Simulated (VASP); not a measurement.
Wanted: the native input for a VASP 6.6.1 run.

* Task: single point
* Functional: PBE
* Potentials or basis: VASP PAW PBE potentials, release 64 (Ta_pv, N)
* Cutoff: 520 eV
* k mesh: 2 × 2 × 2
* Occupations: fermi-dirac, width 0.17 eV
* Spin: no spin polarisation
* Dipole correction: no
* Further INCAR settings: ALGO = Normal; EDIFF = 1e-06; NBANDS = 60

The structure of TaN lies in POSCAR:

```
TaN
1.0
    5.4568860000      0.0000000000      0.0000000000
   -2.7284430000      4.7258020000      0.0000000000
    0.0000000000      0.0000000000      6.1075020000
Ta N
6 6
Direct
    0.0209221257      0.0040204816     -0.0169136252
    0.3533838283      0.7326798711      0.2385754438
    0.7103712290      0.3369375188      0.2422103177
   -0.0029193287     -0.0322273341      0.5019073264
    0.3421879258      0.7047904250      0.7458695879
    0.6504524889      0.3252569617      0.7404991435
    0.4099574364      0.0374539602     -0.0029799417
    0.6184348834      0.6600572771     -0.0062054830
    0.0025794387      0.4013921870     -0.0387719889
    0.3870456016     -0.0084430114      0.5026277519
    0.6355639422      0.6115575727      0.4587309181
   -0.0084275283      0.3526597179      0.5354234841
```

One way to write it, as run:

INCAR

```
SYSTEM = TaN
ALGO = Normal ; EDIFF = 1E-6
ENCUT = 520 ; GGA = PE
ISIF = 2 ; ISMEAR = -1
LASPH = .TRUE. ; LCHARG = .FALSE.
LREAL = .FALSE. ; LWAVE = .FALSE.
NBANDS = 60 ; NELM = 100
PREC = Accurate ; SIGMA = 0.17
```

KPOINTS

```
k-points
0
G
  2 2 2
  0 0 0
```

Potentials or basis: VASP PAW PBE potentials, release 64 (Ta_pv, N).

Launch:

```console
$ cat potpaw_PBE.64/Ta_pv/POTCAR potpaw_PBE.64/N/POTCAR > POTCAR
$ mpirun -np 1 vasp_std > vasp.out
```

It gave:

```json
{"Pressure": "-19.6 GPa", "Largest force": "3.152 eV/Å", "Band gap on the k mesh": "zero (bands 48 and 49 overlap by 0.19 eV)"}
```

Caveat: the k points lie up to 0.66 Å⁻¹ apart; spin-orbit coupling is left out, which moves the levels of the heavy elements; forces of over 1 eV/Å act on the atoms, so gaps and moduli don't describe the material at rest.

It took 3.3 min on 1 thread of Intel(R) Xeon(R) Platinum 8375C CPU @ 2.90GHz (Ice Lake) (shared host), peak memory 0.29 GiB.
